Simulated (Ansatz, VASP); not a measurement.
# One calculation of NaI, two programs

```
Na I
1.0
     0.00000    3.13520    3.44872
     3.13520    0.00000    3.44872
     3.13520    3.13520    0.00000
Na I
1 1
Cartesian
  0.0000 0.0000 0.0000
  3.1352 3.1352 3.4487
```

Alike in both runs: task single point; functional r2SCAN; k mesh 8 × 8 × 8; occupations gaussian, width 0.05 eV; no spin polarisation.

```csv
,VASP,Ansatz
version,VASP 6.6.1,Ansatz 0.2.0
potentials or method,"VASP PAW PBE potentials, release 64 (Na_pv, I), cutoff 520 eV","scalar-relativistic, plane waves, PAW"
valence electrons in the cell,14,26
```

```csv
,VASP,Ansatz,Ansatz less VASP
gap on the k mesh at the Fermi level (eV),4.41,4.40,-0.007
least direct gap on the mesh (eV),4.41,4.40,-0.007
pressure (GPa),0.2,0.3,+0.10
"traceless stress, the component that is largest in VASP (GPa)",-1.47,-1.51,-0.043
```

VASP's potentials were made for PBE, not for r2SCAN. VASP's potentials hold 14 valence electrons a cell and Ansatz's 26, so a difference there can come from the potentials and not from the codes.

Neither program's run includes spin-orbit coupling.
